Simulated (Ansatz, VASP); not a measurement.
Ti5Si: VASP beside Ansatz

```
Ti Si
1.0
     2.58814    1.46323    4.44831
    -2.52308    1.45045    4.41554
     0.02146   -2.87975    4.42080
Ti Si
5 1
Direct
  0.15362 0.17983 0.14744
  0.60261 0.38874 0.02933
  0.96686 0.62945 0.40082
  0.82658 0.85223 0.84679
  0.40156 0.97777 0.62105
  0.51507 0.49905 0.48304
```

Change from the starting cell: kmesh displaced: [2, 2, 2] Gamma-centred.

Alike in both runs: task single point; functional PBE; k mesh 2 × 2 × 2; occupations gaussian, width 0.1 eV; no spin polarisation.

|  | VASP | Ansatz |
| --- | --- | --- |
| version | VASP 6.6.1 | Ansatz 0.2.0 |
| potentials or method | VASP PAW PBE potentials, release 64 (Ti_sv, Si), cutoff 520 eV | scalar-relativistic, plane waves, PAW |
| valence electrons in the cell | 64 | 64 |

Ansatz gave:

```
gap on the k mesh at the Fermi level (eV)                     : none
pressure (GPa)                                                : 2.2
traceless stress, the component that is largest in VASP (GPa) : 3.07
rms of the force components (eV/Å)                            : 0.804
```

Which values does VASP return?

gap on the k mesh at the Fermi level (eV): none; pressure (GPa): 2.0; traceless stress, the component that is largest in VASP (GPa): 3.06; rms of the force components (eV/Å): 0.803.

Atom by atom the forces differ by 0.003 eV/Å (rms over components). A gap of «none» marks a metal or a gap that the smearing closes.

The k mesh is coarse, so the values compare programs but aren't converged.
